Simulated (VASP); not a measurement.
Runs of VASP 6.6.1 on Li2Se. The structure is that of space group Fm-3m (No. 225), or close to it. The cells are those of the table. 

```tsv
task	cell	k mesh	smearing	gap on the mesh (eV)	pressure (GPa)
single point	a = 3.558 Å, angles 60.0°, 3 atoms	10 × 10 × 10	gaussian 0.01 eV	2.04	50.6
relaxation of cell and atoms	relaxed to 50 GPa from a = 4.247 Å, angles 60.0°, 3 atoms	8 × 8 × 8	gaussian 0.01 eV	2.05	50.0
relaxation of cell and atoms	relaxed to 50 GPa from a = 3.558 Å, angles 60.0°, 3 atoms	10 × 10 × 10	gaussian 0.01 eV	2.05	50.0
single point	a = 4.246 Å, angles 60.0°, 3 atoms	6 × 6 × 6	gaussian 0.1 eV	2.97	(a)
single point	a = 3.558 Å, angles 60.0°, 3 atoms	8 × 8 × 8	gaussian 0.01 eV	2.04	50.6
```

Alike in all rows: level PBE; potentials or basis VASP PAW PBE potentials, release 64 (Li_sv, Se); no spin polarisation; cutoff (eV) 750.

Q: Estimate the missing entries.

A: (a) 0.0.

Caveats: the cell is relaxed towards a set pressure, so the enthalpy falls and the energy may rise (some runs).

A k mesh can miss the band edges, and the runs leave out spin-orbit coupling on Se.
